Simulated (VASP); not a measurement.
# BN (F-43m) in VASP: settings compared, part 2 of 2

VASP 6.6.1. The steps go on from the part before.

## 3. Single point, PBE

File INCAR:

```
SYSTEM = BN
PREC = Accurate
ENCUT = 520
EDIFF = 1E-6
ISMEAR = 0
SIGMA = 0.01
LREAL = .False.
LASPH = .True.
NELM = 80
ALGO = Normal
ISIF = 2
LWAVE = .False.
LCHARG = .False.
GGA = PE
NBANDS = 11
```

File KPOINTS:

```
Automatic mesh
0
Gamma
  8 8 8
  0 0 0
```

File POSCAR:

```
BN
1.0
    0.0000000000      1.8048254650      1.8048254650
    1.8048254650      0.0000000000      1.8048254650
    1.8048254650      1.8048254650      0.0000000000
B N
1 1
Direct
    0.0000000000      0.0000000000      0.0000000000
    0.2500000000      0.2500000000      0.2500000000
```

Potentials or basis: VASP PAW PBE potentials, release 64 (B, N).

Run with:

```console
$ cat potpaw_PBE.64/B/POTCAR potpaw_PBE.64/N/POTCAR > POTCAR
$ mpirun -np 1 vasp_std > vasp.out
```

OUTCAR:

```text
SYSTEM = BN
   PREC = Accurate
   ENCUT = 520
   EDIFF = 1E-6
   ISMEAR = 0
   LREAL = .False.
   LASPH = .True.
   NELM = 80
   ISIF = 2
   GGA = PE

 ion  position               nearest neighbor table
   1  0.000  0.000  0.000-   2 1.56   2 1.56   2 1.56   2 1.56
   2  0.250  0.250  0.250-   1 1.56   1 1.56   1 1.56   1 1.56

  LATTYP: Found a face centered cubic cell.
 ALAT       =     3.6096509300

  Lattice vectors:

 A1 = (   0.0000000000,   1.8048254650,   1.8048254650)
 A2 = (   1.8048254650,   0.0000000000,   1.8048254650)
 A3 = (   1.8048254650,   1.8048254650,   0.0000000000)

Analysis of symmetry for initial positions (statically):
=====================================================================
 Subroutine PRICEL returns:
 Original cell was already a primitive cell.

 Routine SETGRP: Setting up the symmetry group for a
 face centered cubic supercell.

 Subroutine GETGRP returns: Found 24 space group operations
 (whereof 24 operations were pure point group operations)
 out of a pool of 48 trial point group operations.

The static configuration has the point symmetry T_d .

Analysis of symmetry for dynamics (positions and initial velocities):
=====================================================================
 Subroutine PRICEL returns:
 Original cell was already a primitive cell.

 Routine SETGRP: Setting up the symmetry group for a
 face centered cubic supercell.

 Subroutine GETGRP returns: Found 24 space group operations
 (whereof 24 operations were pure point group operations)
 out of a pool of 48 trial point group operations.

The dynamic configuration has the point symmetry T_d .

 Subroutine INISYM returns: Found 24 space group operations
 (whereof 24 operations are pure point group operations),
 and found     1 'primitive' translations

----------------------------------------------------------------------------------------

                                     Primitive cell

  volume of cell :      11.7581

  direct lattice vectors                    reciprocal lattice vectors
[... 112 lines left out ...]
   GGA     = PE    functional components
   LHFCALC =     F    Hartree Fock is set to
   AEXX    =    0.0000 exact exchange contribution
   IVDW    =     0    specifies the selected vdW correction
   LEPSILON=     F    determine dielectric tensor
   LRPA    =     F    only Hartree local field effects (RPA)
 non-spin polarized calculation
 Gauss-broadening in eV      SIGMA  =   0.01
  energy-cutoff  :      520.00
  volume of cell :       11.76
 maximum number of plane-waves:       332
   NGX =  9   NGY =  9   NGZ =  9

 number of electron       7.9999999 magnetization

 Free energy of the ion-electron system (eV)
  ---------------------------------------------------
  ext. energy  EPLUGINS =         0.00000000
  ---------------------------------------------------
  free energy    TOTEN  =       -17.44804039 eV

  energy without entropy =      -17.44804039  energy(sigma->0) =      -17.44804039

 E-fermi :   7.5406     XC(G=0): -12.8439

 val. band max:        7.4579619066   @ k =   0.0000   0.0000   0.0000
 cond. band min:      11.9218210103   @ k =   0.5000   0.5000   0.0000
 fundamental gap:      4.4638591037
 Fermi energy:         7.5405997176

 k-point     1 :       0.0000    0.0000    0.0000
  band No.  band energies     occupation
      1     -12.8234      2.00000
      2       7.4580      2.00000
      3       7.4580      2.00000
      4       7.4580      2.00000
      5      16.2988      0.00000
      6      16.2988      0.00000
      7      16.2988      0.00000
      8      17.8796      0.00000
      9      32.2937      0.00000
     10      35.2804      0.00000
     11      35.2804      0.00000
[... 309 lines left out ...]
 k-point    24 :      -0.3750    0.2500    0.1250
  band No.  band energies     occupation
      1      -7.8790      2.00000
      2      -2.2747      2.00000
      3       2.6162      2.00000
      4       3.9918      2.00000
      5      17.0660      0.00000
      6      18.6790      0.00000
      7      21.8900      0.00000
      8      23.2898      0.00000
      9      26.9655      0.00000
     10      33.3767      0.00000
     11      35.0202      0.00000

 [... further k-points ...]
[... 5 lines left out ...]
  --------------------------------------------------------------------------------------
  -------------------------------------------------------------------------------------
  Total        0.3690688      0.3690688      0.3690688      0.0000000      0.0000000     -0.0000000
  in kB       50.2900798     50.2900798     50.2900798      0.0000000      0.0000000     -0.0000000
  external PRESSURE =      50.2900798 kB  Pullay stress =       0.0000000 kB

 VOLUME and BASIS-vectors are now :
 -----------------------------------------------------------------------------
  energy-cutoff  :      520.00
  volume of cell :       11.76
      direct lattice vectors                 reciprocal lattice vectors
     0.000000000  1.804825465  1.804825465    -0.277035098  0.277035098  0.277035098
     1.804825465  0.000000000  1.804825465     0.277035098 -0.277035098  0.277035098
     1.804825465  1.804825465  0.000000000     0.277035098  0.277035098 -0.277035098

 POSITION                                       TOTAL-FORCE (eV/Angst)
 -----------------------------------------------------------------------------------
      0.00000      0.00000      0.00000        -0.000000     -0.000000     -0.000000
      0.90241      0.90241      0.90241         0.000000      0.000000      0.000000
 -----------------------------------------------------------------------------------
    total drift:                                0.000000      0.000000      0.000000

  FREE ENERGIE OF THE ION-ELECTRON SYSTEM (eV)
  ---------------------------------------------------
  free  energy   TOTEN  =       -17.4480403910 eV

  energy  without entropy=      -17.4480403910  energy(sigma->0) =      -17.44804039
```

It took 3.8 s on 1 thread of Intel Xeon Platinum 8375C at 2.90GHz (Ice Lake), shared host; peak memory 0.12 GiB.

What came out:

- Free energy: -17.4480 eV
- Pressure: 5.0 GPa
- Band gap on the k mesh: 4.46 eV, indirect (least direct gap 8.84 eV)

A k mesh can miss the band edges. Expect the measured gap to be larger: semilocal functionals such as PBE lack the derivative discontinuity.

## 4. Single point, r2SCAN

POSCAR is that of step 3.

File INCAR.step1:

```
PREC = Accurate
ENCUT = 520
ISMEAR = 0
SIGMA = 0.01
LREAL = F
LASPH = T
NELM = 80
NBANDS = 11
GGA = PE
ALGO = Normal
EDIFF = 1E-4
LWAVE = T
LCHARG = F
```

File INCAR.step2:

```
PREC = Accurate
ENCUT = 520
EDIFF = 1E-6
ISMEAR = 0
SIGMA = 0.01
LREAL = F
LASPH = T
NELM = 80
ALGO = Normal
ISIF = 2
LWAVE = F
LCHARG = T
METAGGA = R2SCAN
LMIXTAU = T
LELF = T
LVHAR = T
NBANDS = 11
ISTART = 1
```

File KPOINTS:

```
regular mesh
0
Gamma
  8 8 8
```

Run with:

```console
$ cat potpaw_PBE.64/B/POTCAR potpaw_PBE.64/N/POTCAR > POTCAR
$ cp INCAR.step1 INCAR
$ mpirun -np 1 vasp_std > vasp.out
$ cp INCAR.step2 INCAR
$ mpirun -np 1 vasp_std > vasp.out
```

Wall time 13 s (1 thread of Intel Xeon Platinum 8375C at 2.90GHz (Ice Lake), shared host); peak memory 0.12 GiB.

It converged, with:

```
Free energy            : -19.1712 eV
Pressure               : 1.1 GPa
Band gap on the k mesh : 4.98 eV, indirect (least direct gap 9.55 eV)
```

Levels at points of the mesh, in eV from the valence-band top:
```csv
k point,band 1,band 2,band 3,band 4,band 5,band 6,band 7,band 8,band 9
"(0.00, 0.00, 0.00)",-21.34,0.00,0.00,0.00,9.55,9.55,9.55,11.14,26.22
"(0.50, 0.00, 0.00)",-17.03,-11.13,-2.02,-2.02,10.85,11.49,11.49,16.45,24.94
"(0.50, 0.50, 0.00)",-15.60,-9.35,-5.12,-5.12,4.98,9.84,19.33,19.33,22.27
```

Caveat: the PAW data sets were made with another functional, which shifts forces and pressure a little.
